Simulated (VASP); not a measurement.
As: relaxation of cell and atoms with PBEsol+D3(BJ)

As:

```
As
1.0
     2.66238    0.00000    0.00000
     0.00000    2.66238    0.00000
     0.00000    0.00000    2.66250
As
1
Direct
  0.00000 0.00000 0.00000
```

This isn't the form of As at room conditions, which is rhombohedral.

```json
{"Program": "VASP 6.6.1", "Task": "relaxation of cell and atoms", "Functional": "PBEsol", "Dispersion": "D3(BJ)", "Potentials or basis": "VASP PAW PBE potentials, release 64 (As)", "Cutoff": "600 eV", "k mesh": "16 × 16 × 16", "Occupations": "gaussian, width 0.1 eV", "Spin": "no spin polarisation", "Dipole correction": "no", "Further INCAR settings": "ALGO = Normal; EDIFF = 1e-07; IBRION = 2; EDIFFG = -0.01; NSW = 80; ISIF = 3"}
```

- Relaxed volume: 18.80 Å³/atom
- Relaxed cell: a = 2.659 Å, b = 2.659 Å, c = 2.659 Å, α = 90.00°, β = 90.00°, γ = 90.00°
- Space group after relaxing (to 0.1 Å): Pm-3m (No. 221)
- Energy gained by relaxing: 0.1 meV/atom
- Ionic steps: 3
- Pressure after relaxing: 0.0 GPa
- Band gap on the k mesh: zero (an odd number of electrons rules out a gap without spin polarisation)
- Dispersion energy per atom: -0.421 eV

Final structure:
```xyz
1
Lattice="2.6591 0.0000 0.0000 0.0000 2.6591 0.0000 0.0000 0.0000 2.6591" Properties=species:S:1:pos:R:3 pbc="T T T"
As    0.0000    0.0000    0.0000
```

Levels at points of the mesh, in eV from the Fermi level:
```csv
k point,band 1,band 2,band 3,band 4,band 5
"(0.00, 0.00, 0.00)",-15.46,4.33,4.33,4.33,8.54
"(0.50, 0.00, 0.00)",-12.08,-7.38,6.82,6.82,11.37
"(0.50, 0.50, 0.00)",-8.53,-4.53,-4.53,2.18,9.19
"(0.00, 0.00, 0.50)",-12.08,-7.38,6.82,6.82,11.37
"(0.50, 0.00, 0.50)",-8.53,-4.53,-4.53,2.18,9.19
"(0.50, 0.50, 0.50)",-4.55,-1.92,-1.92,-1.92,5.80
```

It took 63 s on 1 thread of Intel Xeon 8259CL, on a shared host, peak memory 0.2 GiB.

Caveat: the PAW data sets were made with another functional, which shifts forces and pressure a little.
